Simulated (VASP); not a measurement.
Crystal: CuAu.

```
Cu Au
1.0
     2.81075    0.00000    0.00000
     0.00000    2.81075    0.00000
     0.00000    0.00000    3.68500
Cu Au
1 1
Direct
  0.50000 0.50000 0.50000
  0.00000 0.00000 0.00000
```

```yaml
Program: VASP 6.6.1
Task: relaxation of volume and atoms at fixed shape
Functional: LDA
Potentials_or_basis: VASP PAW LDA potentials, release 64 (Cu, Au)
Cutoff: 600 eV
k_mesh: 8 × 8 × 6
Occupations: fermi-dirac, width 0.1 eV
Spin: no spin polarisation
```

At the start: pressure -8.1 GPa; volume 14.56 Å³/atom.

Task: How do energy, volume and symmetry change on relaxing?

Result: Over 4 steps the energy falls by 18.1 meV/atom and the volume is 13.86 Å³/atom (-4.8 %); space group P4/mmm (No. 123, to 0.05 Å).

The path:
```csv
step,energy change (eV),largest force (eV/Å),pressure (GPa),volume (Å³)
1,0.0000,0.0000,-8.09,29.11
2,0.0248,0.0000,12.82,26.13
3,-0.0363,0.0000,-0.31,27.76
4,-0.0363,0.0000,0.02,27.71
```

Final structure:
```
Cu Au
1.0
     2.76503    0.00000    0.00000
     0.00000    2.76503    0.00000
     0.00000    0.00000    3.62506
Cu Au
1 1
Direct
  0.50000 0.50000 0.50000
  0.00000 0.00000 0.00000
```
